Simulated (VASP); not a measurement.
# ScAl9 in VASP: further runs

Runs on ScAl9. Level: PBE. Tasks: single point.

All numbers are computed with VASP 6.6.1; they aren't measurements. Logs are shortened: lines on timing, memory, paths and dates and some standing lists are left out, and cuts for length are marked.

### Step 1. The cell of the first run

The cell holds an amorphous packing of atoms, 20 atoms: a = 7.447 Å, b = 6.678 Å, c = 7.103 Å, α = 91.08°, β = 90.86°, γ = 90.21°.

### Step 2. Single point, PBE

Input file INCAR:

```
SYSTEM = ScAl9
ALGO = Normal
EDIFF = 1E-6
ENCUT = 520
GGA = PE
ISIF = 2
ISMEAR = -1
ISYM = 0
LASPH = .TRUE.
LCHARG = .FALSE.
LREAL = Auto
LWAVE = .FALSE.
NBANDS = 54
NELM = 100
PREC = Accurate
SIGMA = 0.1275
```

Input file KPOINTS:

```
Automatic mesh
0
Gamma
  1 1 1
  0.25 0.25 0.25
```

Input file POSCAR:

```
ScAl9
1.0
    7.4469130000     -0.0134000000     -0.0543370000
   -0.0134000000      6.6775230000     -0.0651690000
   -0.0543370000     -0.0651690000      7.1022430000
Al Sc
18 2
Direct
    0.1922492006      0.9696374257      0.5435877857
    0.3569838140      0.4247171529      0.5214898760
    0.4247831261      1.0324733589      0.0989351810
    0.2470156725      0.4793115825      0.2099020474
    0.2073416711      0.6691426216      0.7791721122
    0.6289313603      0.4349440092      0.2741018731
    0.5624836302      0.1511122854      0.7859792335
    1.0878420207      0.8752554289      0.1294046955
    1.0339593504      0.6278582325      0.4378421215
    0.9309524803      0.4909968243      0.0932471526
    0.0272188696      0.2913356352      0.5060944893
    0.4830646166      0.4901512346      0.9350009494
    0.8072067293      0.1263024292      0.1015483693
    0.7192707095      0.7385559281     -0.0528783704
    0.7922564425      0.4570140793      0.7283952392
    0.4808722166      0.7624497072      0.6133709081
    0.6730686973      0.7883055271      0.3027538788
    0.5115139460      0.0946002304      0.4668312723
    0.8365760079      0.9257177204      0.6470753153
    0.1907780226      0.1652968686      0.8760947122
```

Potentials or basis: VASP PAW PBE potentials, release 64 (Al, Sc_sv).

Run with:

```sh
cat potpaw_PBE.64/Al/POTCAR potpaw_PBE.64/Sc_sv/POTCAR > POTCAR
mpirun -np 1 vasp_std > vasp.out
```

OUTCAR:

```text
SYSTEM = ScAl9
   EDIFF = 1E-6
   ENCUT = 520
   GGA = PE
   ISIF = 2
   ISMEAR = -1
   ISYM = 0
   LASPH = .TRUE.
   LREAL = Auto
   NELM = 100
   PREC = Accurate

 ion  position               nearest neighbor table
   1  0.192  0.970  0.544-  11 2.50  18 2.59  16 2.61   5 2.64   9 2.66  20 2.68  19 2.78   8 3.08
                             2 3.28
   2  0.357  0.425  0.521-   4 2.38  16 2.50  18 2.52  11 2.61   5 2.69   6 2.70   9 2.83   7 3.05
                            12 3.09   1 3.28  20 3.33
   3  0.425  0.032  0.099-  20 2.51   7 2.60  18 2.71   8 2.73  17 2.86  13 2.91  14 3.14   6 3.30
                            12 3.32   4 3.35
   4  0.247  0.479  0.210-   2 2.38   9 2.48  10 2.49  12 2.65   6 2.89   8 2.96  11 2.98  20 3.16
                             5 3.34   3 3.35
   5  0.207  0.669  0.779-  16 2.45  12 2.62   1 2.64   2 2.69   9 2.74   8 2.97  10 3.29   4 3.34
                            20 3.37  19 3.39
   6  0.629  0.435  0.274-  17 2.39  10 2.64  12 2.66   2 2.70  13 2.74  18 2.82   4 2.89  14 3.19
                             3 3.30
   7  0.562  0.151  0.786-  18 2.32  12 2.56   3 2.60  15 2.70  19 2.73  20 2.85  13 2.88  16 2.91
                             2 3.05  14 3.22
   8  0.088  0.875  0.129-  13 2.69   3 2.73  20 2.78   9 2.80  10 2.82   4 2.96   5 2.97   1 3.08
                            14 3.14
   9  0.034  0.628  0.438-  11 2.31   4 2.48   1 2.66  10 2.70   5 2.74   8 2.80   2 2.83  19 2.88
                            15 3.00  17 3.05
  10  0.931  0.491  0.093-   4 2.49  14 2.52  13 2.60   6 2.64   9 2.70  15 2.78   8 2.82  17 3.14
                            20 3.29   5 3.29  11 3.31
  11  0.027  0.291  0.506-   9 2.31   1 2.50   2 2.61  15 2.61   4 2.98  19 3.01  20 3.02  10 3.31

  12  0.483  0.490  0.935-  14 2.41   7 2.56   5 2.62   4 2.65   6 2.66  15 2.76  16 2.95  20 3.09
                             2 3.09   3 3.32
  13  0.807  0.126  0.102-  10 2.60   8 2.69   6 2.74  14 2.86   7 2.88  17 2.88   3 2.91  20 3.31

  14  0.719  0.739  0.947-  12 2.41  15 2.48  10 2.52  17 2.57  19 2.65  13 2.86  16 2.95   3 3.14
                             8 3.14   6 3.19   7 3.22
  15  0.792  0.457  0.728-  14 2.48  11 2.61   7 2.70  12 2.76  10 2.78   9 3.00  16 3.20  19 3.21

  16  0.481  0.762  0.613-   5 2.45  18 2.48   2 2.50   1 2.61  17 2.66  19 2.87   7 2.91  12 2.95
                            14 2.95  15 3.20
  17  0.673  0.788  0.303-   6 2.39  14 2.57  18 2.64  16 2.66  19 2.85   3 2.86  13 2.88   9 3.05
                            10 3.14
  18  0.512  0.095  0.467-   7 2.32  16 2.48   2 2.52   1 2.59  17 2.64   3 2.71   6 2.82  19 2.96

  19  0.837  0.926  0.647-  14 2.65   7 2.73   1 2.78  17 2.85  16 2.87   9 2.88  18 2.96  11 3.01
                            15 3.21   5 3.39
  20  0.191  0.165  0.876-   3 2.51   1 2.68   8 2.78   7 2.85  11 3.02  12 3.09   4 3.16  10 3.29
                            13 3.31   2 3.33   5 3.37

IMPORTANT INFORMATION: All symmetrisations will be switched off!
NOSYMM: (Re-)initialisation of all symmetry stuff for point group C_1.

----------------------------------------------------------------------------------------

                                     Primitive cell

  volume of cell :     353.1200

  direct lattice vectors                    reciprocal lattice vectors
     7.446913000 -0.013400000 -0.054337000     0.134291848  0.000279540  0.001029989
    -0.013400000  6.677523000 -0.065169000     0.000279540  0.149770124  0.001376404
    -0.054337000 -0.065169000  7.102243000     0.001029989  0.001376404  0.140821099

  length of vectors
     7.447123290  6.677854444  7.102749829     0.134296089  0.149776709  0.140831592

  position of ions in fractional coordinates (direct lattice)
     0.192249201  0.969637426  0.543587786
     0.356983814  0.424717153  0.521489876
     0.424783126  0.032473359  0.098935181
     0.247015672  0.479311583  0.209902047
     0.207341671  0.669142622  0.779172112
     0.628931360  0.434944009  0.274101873
     0.562483630  0.151112285  0.785979234
     0.087842021  0.875255429  0.129404695
     0.033959350  0.627858233  0.437842121
     0.930952480  0.490996824  0.093247153
     0.027218870  0.291335635  0.506094489
     0.483064617  0.490151235  0.935000949
     0.807206729  0.126302429  0.101548369
     0.719270710  0.738555928  0.947121630
     0.792256442  0.457014079  0.728395239
     0.480872217  0.762449707  0.613370908
     0.673068697  0.788305527  0.302753879
     0.511513946  0.094600230  0.466831272
     0.836576008  0.925717720  0.647075315
     0.190778023  0.165296869  0.876094712

  ion indices of the primitive-cell ions
   primitive index   ion index
                 1           1
                 2           2
                 3           3
                 4           4
                 5           5
                 6           6
                 7           7
                 8           8
                 9           9
                10          10
                11          11
                12          12
                13          13
                14          14
                15          15
                16          16
                17          17
                18          18
                19          19
                20          20

----------------------------------------------------------------------------------------

 KPOINTS: Automatic mesh

Automatic generation of k-mesh.
 Grid dimensions read from file:
 generate k-points for:    1    1    1

 Generating k-lattice:

  Cartesian coordinates                     Fractional coordinates (reciprocal lattice)
     0.134291848  0.000279540  0.001029989     1.000000000 -0.000000000 -0.000000000
     0.000279540  0.149770124  0.001376404    -0.000000000  1.000000000 -0.000000000
     0.001029989  0.001376404  0.140821099    -0.000000000 -0.000000000  1.000000000

  Length of vectors
     0.134296089  0.149776709  0.140831592

  Shift w.r.t. Gamma in fractional coordinates (k-lattice)
     0.250000000  0.250000000  0.250000000

 Subroutine IBZKPT returns following result:
 ===========================================

 Found      1 irreducible k-points:

 Following reciprocal coordinates:
            Coordinates               Weight
  0.250000  0.250000  0.250000      2.000000
   k-points           NKPTS =      1   k-points in BZ     NKDIM =      1   number of bands    NBANDS=     54
   number of dos      NEDOS =    301   number of ions     NIONS =     20
   total plane-waves  NPLWV = 151200
   dimension x,y,z NGX =    56 NGY =   50 NGZ =   54
   dimension x,y,z NGXF=   112 NGYF=  100 NGZF=  108
   ions per type =              18   2
   NGX,Y,Z   is equivalent  to a cutoff of  12.50, 12.45, 12.64 a.u.
   NGXF,Y,Z  is equivalent  to a cutoff of  25.00, 24.90, 25.28 a.u.
 SYSTEM =  ScAl9
   PREC   = accura    normal or accurate (medium, high low for compatibility)
   ISTART =      0    job   : 0-new  1-cont  2-samecut
   ICHARG =      2    charge: 1-file 2-atom 10-const
   ISPIN  =      1    spin polarized calculation?
   LNONCOLLINEAR =      F non collinear calculations
   LSORBIT =      F    spin-orbit coupling
   LASPH  =      T    aspherical Exc in radial PAW
   ENCUT  =  520.0 eV  38.22 Ry    6.18 a.u.  13.85 12.42 13.21*2*pi/ulx,y,z
   NELM   =    100;   NELMIN=  2; NELMDL= -5     # of ELM steps
   EDIFF  = 0.1E-05   stopping-criterion for ELM
   LREAL  =      T    real-space projection
   EDIFFG = 0.1E-04   stopping-criterion for IOM
   NSW    =      0    number of steps for IOM
   IBRION =     -1    ionic relax: 0-MD 1-quasi-New 2-CG
   NFREE  =      0    steps in history (QN), initial steepest desc. (CG)
   ISIF   =      2    stress and relaxation
   ISYM   =      0    0-nonsym 1-usesym 2-fastsym
   POTIM  = 0.5000    time-step for ionic-motion
   TEBEG  =    0.0;   TEEND  =   0.0 temperature during run
   PSTRESS=    0.0 pullay stress
   NELECT =      76.0000    total number of electrons
   NUPDOWN=      -1.0000    fix difference up-down
   EMIN   =  10.00;   EMAX   =-10.00  energy-range for DOS
   EFERMI =   0.00;   METHOD = LEGACY
   ISMEAR =    -1;   SIGMA  =   0.13  broadening in eV -4-tet -1-fermi 0-gaus
   EFERMI_NEDOS =   21; number of points for ismear=-14 and -15
   IALGO  =     38    algorithm
   IMIX   =      4    mixing-type and parameters
     AMIX     =   0.40;   BMIX     =  1.00
     AMIX_MAG =   1.60;   BMIX_MAG =  1.00
  volume/ion in A,a.u.               =      17.66       119.15
  Fermi-wavevector in a.u.,A,eV,Ry     =   0.981082  1.853976 13.095901  0.962522
  Thomas-Fermi vector in A             =   2.112061
   LORBIT       =      0    0 simple, 1 ext, 2 COOP (PROOUT), +10 PAW based schemes
   GGA     = PE    functional components
   LHFCALC =     F    Hartree Fock is set to
   AEXX    =    0.0000 exact exchange contribution
   IVDW    =     0    specifies the selected vdW correction
   LEPSILON=     F    determine dielectric tensor
   LRPA    =     F    only Hartree local field effects (RPA)
 non-spin polarized calculation
  energy-cutoff  :      520.00
  volume of cell :      353.12
 maximum number of plane-waves:      9517
 NGX is ok and might be reduce to    56
   NGX = 27   NGY = 25   NGZ = 27

 number of electron      75.9999994 magnetization

 Free energy of the ion-electron system (eV)
  ---------------------------------------------------
  ext. energy  EPLUGINS =         0.00000000
  ---------------------------------------------------
  free energy    TOTEN  =       -75.14725242 eV

  energy without entropy =      -74.84094093  energy(sigma->0) =      -74.99409668

 E-fermi :   6.9264     XC(G=0):  -9.9943

 val. band max:        6.6725175279   @ k =   0.2500   0.2500   0.2500
 cond. band min:       7.1613962504   @ k =   0.2500   0.2500   0.2500
 fundamental gap:      0.4888787225
 Fermi energy:         6.9263709599

 k-point     1 :       0.2500    0.2500    0.2500
  band No.  band energies     occupation
      1     -42.2842      2.00000
      2     -42.1872      2.00000
      3     -21.0518      2.00000
      4     -20.9859      2.00000
      5     -20.9321      2.00000
      6     -20.9134      2.00000
      7     -20.8570      2.00000
      8     -20.8496      2.00000
      9      -3.0903      2.00000
     10      -2.1952      2.00000
     11      -1.4851      2.00000
     12      -1.0355      2.00000
     13      -0.3875      2.00000
     14      -0.2168      2.00000
     15       0.5010      2.00000
     16       0.7642      2.00000
     17       1.5721      2.00000
     18       1.8282      2.00000
     19       1.8695      2.00000
     20       2.3564      2.00000
     21       2.5400      2.00000
     22       2.7151      2.00000
     23       2.8151      2.00000
     24       3.3385      2.00000
     25       3.8364      2.00000
     26       3.9941      2.00000
     27       4.4242      2.00000
     28       4.6037      2.00000
     29       5.0476      2.00000
     30       5.2612      2.00000
     31       5.3714      1.99999
     32       5.6883      1.99988
     33       5.9413      1.99912
     34       6.0884      1.99721
     35       6.2382      1.99099
     36       6.3059      1.98472
     37       6.5092      1.92692
     38       6.6725      1.75970
     39       7.1614      0.27331
     40       7.4446      0.03377
     41       7.5196      0.01889
     42       7.5771      0.01207
     43       7.7565      0.00297
     44       8.0073      0.00042
     45       8.3056      0.00004
     46       8.3648      0.00003
     47       8.6291      0.00000
     48       8.8370      0.00000
     49       9.0520      0.00000
     50       9.2045      0.00000
 [bands above 50 left out]

------------------------ aborting loop because EDIFF is reached ----------------------------------------

  FORCE on cell =-STRESS in cart. coord.  units (eV):
  Direction    XX          YY          ZZ          XY          YZ          ZX
  --------------------------------------------------------------------------------------
  -------------------------------------------------------------------------------------
  Total       23.6668274     21.8156116     19.5405207      4.7599324     -4.9577088      6.3933476
  in kB      107.3811997     98.9818578     88.6593083     21.5967795    -22.4941313     29.0079158
  external PRESSURE =      98.3407886 kB  Pullay stress =       0.0000000 kB

 VOLUME and BASIS-vectors are now :
 -----------------------------------------------------------------------------
  energy-cutoff  :      520.00
  volume of cell :      353.12
      direct lattice vectors                 reciprocal lattice vectors
     7.446913000 -0.013400000 -0.054337000     0.134291848  0.000279540  0.001029989
    -0.013400000  6.677523000 -0.065169000     0.000279540  0.149770124  0.001376404
    -0.054337000 -0.065169000  7.102243000     0.001029989  0.001376404  0.140821099

 POSITION                                       TOTAL-FORCE (eV/Angst)
 -----------------------------------------------------------------------------------
      1.38913      6.43678      3.78706         0.467552     -0.903013     -1.026758
      2.62440      2.79729      3.65667         0.289272     -0.321534      2.205190
      3.15751      0.20470      0.67746         0.982849     -0.614423      1.646115
      1.82168      3.18362      1.44612         0.445460     -0.301141     -1.957953
      1.49275      4.41466      5.47900        -1.271045     -0.003297      1.352958
      4.66287      2.87806      1.88422        -0.244805     -1.742911      0.473056
      4.14403      0.95030      5.54180         0.601910      0.457153      1.867192
      0.63539      5.83493      0.85725        -0.240355     -0.821430      0.231663
      0.22069      4.16355      3.06690        -1.124020      2.229603     -0.474101
      6.92108      3.26009      0.57968         0.386749     -0.067581     -0.219067
      0.17129      1.91205      3.57394        -0.975946     -1.485813     -0.263049
      3.53997      3.20559      6.58241        -0.945970     -0.942340     -0.814127
      6.00399      0.82595      0.66913        -0.058070     -0.539209     -0.442107
      5.29499      4.86036      6.63947        -0.142852      1.726475      0.506344
      5.85416      2.99364      5.10041        -0.344247     -0.495884     -0.520083
      3.53747      5.04486      4.28049         1.499996     -0.144121      0.876337
      4.98527      5.23518      2.06229         0.691045      1.256126      0.001520
      3.78257      0.59442      3.28159         0.471957     -0.048326     -2.612419
      6.18234      6.12812      4.48990         1.009468      0.848049     -0.510460
      1.37089      1.04412      6.20110        -1.498947      1.913617     -0.320251
 -----------------------------------------------------------------------------------
    total drift:                                0.014246     -0.001248     -0.017743

  FREE ENERGIE OF THE ION-ELECTRON SYSTEM (eV)
  ---------------------------------------------------
  free  energy   TOTEN  =       -75.1472524245 eV

  energy  without entropy=      -74.8409409294  energy(sigma->0) =      -74.99409668
```

It took 46 s on 1 thread of AMD EPYC 7R43 (Zen 3), shared host; peak memory 0.3 GiB.

Results:

* Free energy: -75.1473 eV
* Pressure: 9.8 GPa
* Largest force: 2.655 eV/Å
* Band gap on the k mesh: 0.49 eV

Forces on the atoms (eV/Å):
```
Al   0.468 -0.903 -1.027
Al   0.289 -0.322  2.205
Al   0.983 -0.614  1.646
Al   0.445 -0.301 -1.958
Al  -1.271 -0.003  1.353
Al  -0.245 -1.743  0.473
Al   0.602  0.457  1.867
Al  -0.240 -0.821  0.232
Al  -1.124  2.230 -0.474
Al   0.387 -0.068 -0.219
Al  -0.976 -1.486 -0.263
Al  -0.946 -0.942 -0.814
Al  -0.058 -0.539 -0.442
Al  -0.143  1.726  0.506
Al  -0.344 -0.496 -0.520
Al   1.500 -0.144  0.876
Al   0.691  1.256  0.002
Al   0.472 -0.048 -2.612
Sc   1.009  0.848 -0.510
Sc  -1.499  1.914 -0.320
```

Stress tensor (GPa, compression positive):
```
10.74  2.16  2.90
 2.16  9.90 -2.25
 2.90 -2.25  8.87
```

Levels at points of the mesh, in eV from the valence-band top:
| k point | band 34 | band 35 | band 36 | band 37 | band 38 | band 39 | band 40 | band 41 | band 42 | band 43 |
| --- | --- | --- | --- | --- | --- | --- | --- | --- | --- | --- |
| (0.25, 0.25, 0.25) | -0.58 | -0.43 | -0.37 | -0.16 | 0.00 | 0.49 | 0.77 | 0.85 | 0.90 | 1.08 |

Caveat: the k points lie up to 0.94 Å⁻¹ apart.

(Part 1 of 2 ends here.)
